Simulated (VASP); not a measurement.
Runs of VASP 6.6.1 on Mo. The structure is that of space group Im-3m (No. 229), or close to it. The cells are those of the table. 

| cell | gap on the mesh (eV) | pressure (GPa) |
| --- | --- | --- |
| a = 2.961 Å, 2 atoms | none | 75.8 |
| a = 3.150 Å, 2 atoms | none | 1.1 |
| a = 3.119, b = 3.119, c = 3.276 Å, 2 atoms | none | -3.5 |
| a = 3.213 Å, 2 atoms | none | -13.4 |
| a = 3.024 Å, 2 atoms | none | (b) |
| a = 3.087 Å, 2 atoms | none | (c) |
| a = 3.135, b = 3.135, c = 3.213 Å, 2 atoms | none | (a) |
| a = 3.276 Å, 2 atoms | none | -24.3 |

Alike in all rows: task single point; level r2SCAN; potentials or basis VASP PAW PBE potentials, release 64 (Mo_sv); no spin polarisation; k mesh 16 × 16 × 16; cutoff (eV) 520; smearing gaussian 0.1 eV.

Problem. Fill in the values left out.

Solution. (a) -1.4; (b) 44.8; (c) 20.2.

Caveats: the PAW data sets were made with another functional, which shifts forces and pressure a little; the cell stands under pressure (at least some runs); the cell stands under tension (at least some runs).

A k mesh can miss the band edges, and the runs leave out spin-orbit coupling on Mo.

A gap of «none» marks levels without a gap at the run's occupations.
